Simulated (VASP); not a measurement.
# BN (F-43m) in VASP: phonons with r2SCAN

Aim: the phonons of BN with r2SCAN.

Program: VASP 6.6.1. These are calculated values, not measurements. Logs are shortened: lines on timing, memory, paths and dates and some standing lists are left out, and cuts for length are marked.

## 1. The cell of the first run

It takes space group F-43m (No. 216, cubic). The conventional cell has a = 3.610 Å, b = 3.610 Å, c = 3.610 Å, α = 90.00°, β = 90.00°, γ = 90.00°. Within 2.1 Å of B (site symmetry -43m) lie 4 N at 1.56 Å. Within 2.1 Å of N (site symmetry -43m) lie 4 B at 1.56 Å.

## 2. Phonons, r2SCAN

Input file INCAR:

```
SYSTEM = BN
ALGO = Normal ; EDIFF = 1E-8
ENCUT = 520 ; IBRION = 6
ISIF = 2 ; ISMEAR = 0
LASPH = .TRUE. ; LCHARG = .FALSE.
LMIXTAU = .TRUE. ; LREAL = .FALSE.
LWAVE = .FALSE. ; METAGGA = R2SCAN
NBANDS = 16 ; NELM = 60
NFREE = 2 ; NSW = 1
POTIM = 0.015 ; PREC = Accurate
SIGMA = 0.05
```

Input file KPOINTS:

```
k-points
0
G
  10 10 6
  0 0 0
```

Input file POSCAR:

```
BN
1.0
    0.0000000000     -1.8048137541     -1.8048137541
    0.0000000000      1.8048137541     -1.8048137541
    3.6096275082      0.0000000000      0.0000000000
B N
2 2
Direct
    0.5000000000      0.5000000000      0.5000000000
    0.0000000000      0.0000000000      0.0000000000
    1.0000000000      0.5000000000      0.2500000000
    0.5000000000      0.0000000000      0.7500000000
```

Potentials or basis: VASP PAW PBE potentials, release 64 (B, N).

Started as:

```sh
$ cat potpaw_PBE.64/B/POTCAR potpaw_PBE.64/N/POTCAR > POTCAR
$ mpirun -np 1 vasp_std > vasp.out
```

OUTCAR:

```text
SYSTEM = BN
   EDIFF = 1E-8
   ENCUT = 520
   IBRION = 6
   ISIF = 2
   ISMEAR = 0
   LASPH = .TRUE.
   LREAL = .FALSE.
   METAGGA = R2SCAN
   NELM = 60
   NFREE = 2
   NSW = 1
   POTIM = 0.015
   PREC = Accurate

 ion  position               nearest neighbor table
   1  0.500  0.500  0.500-   3 1.56   4 1.56   4 1.56   3 1.56
   2  0.000  0.000  0.000-   3 1.56   4 1.56   3 1.56   4 1.56
   3  0.000  0.500  0.250-   1 1.56   2 1.56   2 1.56   1 1.56
   4  0.500  0.000  0.750-   1 1.56   2 1.56   1 1.56   2 1.56

  LATTYP: Found a simple tetragonal cell.
 ALAT       =     2.5523920886
 C/A-ratio  =     1.4142135624

  Lattice vectors:

 A1 = (   0.0000000000,  -1.8048137541,  -1.8048137541)
 A2 = (   0.0000000000,   1.8048137541,  -1.8048137541)
 A3 = (   3.6096275082,   0.0000000000,   0.0000000000)

Analysis of symmetry for initial positions (statically):
=====================================================================
 Subroutine PRICEL returns following result:

  LATTYP: Found a face centered cubic cell.
 ALAT       =     3.6096275082

  Lattice vectors:

 A1 = (  -1.8048137541,   0.0000000000,   1.8048137541)
 A2 = (  -1.8048137541,  -1.8048137541,   0.0000000000)
 A3 = (   0.0000000000,  -1.8048137541,   1.8048137541)

   2 primitive cells build up your supercell.

 Routine SETGRP: Setting up the symmetry group for a
 simple tetragonal supercell.

 Subroutine GETGRP returns: Found  8 space group operations
 (whereof  8 operations were pure point group operations)
 out of a pool of 16 trial point group operations.

The static configuration has the point symmetry D_2d.

Analysis of symmetry for dynamics (positions and initial velocities):
=====================================================================
 Subroutine PRICEL returns following result:

  LATTYP: Found a face centered cubic cell.
[... 174 lines left out ...]
  -------------------------------------------------------------------------------------
  Total        0.1673153      0.1674747      0.1674747      0.0000000      0.0000000     -0.0000000
  in kB       11.3995830     11.4104462     11.4104462      0.0000000      0.0000000     -0.0000000
  external PRESSURE =      11.4068251 kB  Pullay stress =       0.0000000 kB
[... 291 lines left out ...]
--------------------------------------- Ionic step        9  -------------------------------------------

 number of electron      16.0000001 magnetization

 Free energy of the ion-electron system (eV)
  ---------------------------------------------------
  ext. energy  EPLUGINS =         0.00000000
  ---------------------------------------------------
  free energy    TOTEN  =       -38.33982433 eV

  energy without entropy =      -38.33982433  energy(sigma->0) =      -38.33982433

 E-fermi :   7.6967     XC(G=0): -13.6700

 val. band max:        7.3666977980   @ k =   0.0000   0.0000   0.0000
 cond. band min:      12.2770593397   @ k =   0.5000   0.5000   0.0000
 fundamental gap:      4.9103615417
 Fermi energy:         7.6967487684

 k-point     1 :       0.0000    0.0000    0.0000
  band No.  band energies     occupation
      1     -14.0459      2.00000
      2      -8.3027      2.00000
      3      -2.0524      2.00000
      4       2.1774      2.00000
      5       2.1777      2.00000
      6       7.2267      2.00000
[... 433 lines left out ...]
      3      -1.3898      2.00000
      4       0.8937      2.00000
      5       2.9546      2.00000
      6       3.4403      2.00000
[... 8 lines left out ...]
     15      24.2901      0.00000
     16      24.5129      0.00000

 [... further k-points ...]

------------------------ aborting loop because EDIFF is reached ----------------------------------------

  FORCE on cell =-STRESS in cart. coord.  units (eV):
  Direction    XX          YY          ZZ          XY          YZ          ZX
  --------------------------------------------------------------------------------------
  -------------------------------------------------------------------------------------
  Total        0.1762185      0.1709738      0.1731928      0.0000000      0.0000000     -0.0158463
  in kB       12.0061842     11.6488483     11.8000326      0.0000000      0.0000000     -1.0796439
  external PRESSURE =      11.8183550 kB  Pullay stress =       0.0000000 kB
[... 19 lines left out ...]
  FREE ENERGIE OF THE ION-ELECTRON SYSTEM (eV)
  ---------------------------------------------------
  free  energy   TOTEN  =       -38.3398243328 eV

  energy  without entropy=      -38.3398243328  energy(sigma->0) =      -38.33982433

 INTERNAL STRAIN TENSORS FROM DISPLACED ATOMS
 ============================================

 INTERNAL STRAIN TENSOR FOR ION    1 for displacements in x,y,z  (eV/Angst):
          X           Y           Z          XY          YZ          ZX
  --------------------------------------------------------------------------------
  x     0.00000     0.00000     0.00000     0.00000    -1.05337     0.00000
  y     0.00000     0.00000     0.00000     0.00000     0.00000    -1.05273
  z     0.00000     0.00000     0.00000    -1.05273     0.00000     0.00000

 INTERNAL STRAIN TENSOR FOR ION    4 for displacements in x,y,z  (eV/Angst):
          X           Y           Z          XY          YZ          ZX
  --------------------------------------------------------------------------------
  x     0.00000     0.00000     0.00000     0.00000     1.05578     0.00000
  y     0.00000     0.00000    -0.00000     0.00000     0.00000     1.05563
  z     0.00000    -0.00000     0.00000     1.05563     0.00000     0.00000

 Eigenvectors and eigenvalues of the dynamical matrix
 ----------------------------------------------------

   1 f  =   35.108726 THz   220.594629 2PiTHz 1171.101028 cm-1   145.197957 meV
             X         Y         Z           dx          dy          dz
      1.804814  0.000000 -1.804814     0.707107   -0.000000   -0.000000
      0.000000  0.000000  0.000000    -0.707107   -0.000000    0.000000
      0.902407  0.902407 -0.902407    -0.000000    0.000000    0.000000
      2.707221 -0.902407 -0.902407    -0.000000    0.000000    0.000000
[... 71 lines left out ...]
  12 f/i=    0.002071 THz     0.013011 2PiTHz    0.069074 cm-1     0.008564 meV
             X         Y         Z           dx          dy          dz
      1.804814  0.000000 -1.804814     0.466718    0.000000    0.000000
      0.000000  0.000000  0.000000     0.466718    0.000000    0.000000
      0.902407  0.902407 -0.902407     0.531201    0.000000    0.000000
      2.707221 -0.902407 -0.902407     0.531201    0.000000    0.000000

 ELASTIC MODULI CONTR FROM IONIC RELAXATION (kBar)
 Direction    XX          YY          ZZ          XY          YZ          ZX
 --------------------------------------------------------------------------------
 XX          -0.0000     -0.0000     -0.0000      0.0000     -0.0000      0.0000
 YY          -0.0000     -0.0000      0.0000      0.0000     -0.0000     -0.0000
 ZZ          -0.0000      0.0000     -0.0000     -0.0000      0.0000      0.0000
 XY           0.0000      0.0000     -0.0000     -6.1853     -0.0000      0.0000
 YZ          -0.0000     -0.0000      0.0000     -0.0000     -6.1903     -0.0000
 ZX           0.0000     -0.0000      0.0000      0.0000     -0.0000     -6.1853
 --------------------------------------------------------------------------------
```

It took 14 min on 1 thread of Intel Xeon 6975P-C (Granite Rapids), shared host; peak memory 0.24 GiB.

What came out:

```
Highest phonon frequency at Γ, LO-TO splitting left out : 1171 cm⁻¹
```

Phonon frequencies in cm⁻¹ (negative: imaginary):
```
              q point                                     frequencies
(0.000, 0.000, 0.000)  0 0 0 715 715 902 902 1027 1045 1045 1045 1171
```

Caveat: the cell stands under pressure or tension, which shifts response properties; the PAW data sets were made with another functional, which shifts forces and pressure a little.
